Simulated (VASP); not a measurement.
Crystal: Os.

```
Os
1.0
     2.73410    0.00000    0.00000
    -1.36705    2.36780    0.00000
     0.00000    0.00000    4.31970
Os
2
Direct
  0.66667 0.33333 0.75000
  0.33333 0.66667 0.25000
```

```yaml
Program: VASP 6.6.1
Task: relaxation of cell and atoms
Functional: SVWN5
Potentials_or_basis: VASP PAW PBE potentials, release 64 (Os)
Cutoff: 600 eV
k_mesh: 11 × 11 × 6
Occupations: fermi-dirac, width 0.05 eV
Spin: no spin polarisation
```

At the start: pressure -7.9 GPa; volume 13.98 Å³/atom.

Q: Where does the relaxation end?

A: Over 7 steps the energy falls by 6.2 meV/atom and the volume is 13.74 Å³/atom (-1.8 %); space group P6_3/mmc (No. 194, to 0.1 Å) before and after.

The path:
| step | energy change (eV) | largest force (eV/Å) | pressure (GPa) | volume (Å³) |
| --- | --- | --- | --- | --- |
| 1 | 0.0000 | 0.0000 | -7.89 | 27.96 |
| 2 | 0.2868 | 0.0000 | 47.15 | 25.27 |
| 3 | -0.0124 | 0.0000 | -0.34 | 27.49 |
| 4 | -0.0124 | 0.0000 | -0.04 | 27.47 |
| 5 | -0.0124 | 0.0000 | 0.12 | 27.46 |
| 6 | -0.0124 | 0.0000 | -0.49 | 27.50 |
| 7 | -0.0124 | 0.0000 | -0.04 | 27.47 |

Final structure:
```cif
data_structure
_symmetry_space_group_name_H-M 'P 1'
_symmetry_Int_Tables_number 1
_cell_length_a 2.7181
_cell_length_b 2.7181
_cell_length_c 4.2936
_cell_angle_alpha 90.000
_cell_angle_beta 90.000
_cell_angle_gamma 120.000
_cell_volume 27.47
loop_
_atom_site_label
_atom_site_type_symbol
_atom_site_fract_x
_atom_site_fract_y
_atom_site_fract_z
_atom_site_occupancy
Os1 Os 0.66667 0.33333 0.75000 1
Os2 Os 0.33333 0.66667 0.25000 1
```

Caveat: the PAW data sets were made with another functional, which shifts forces and pressure a little.
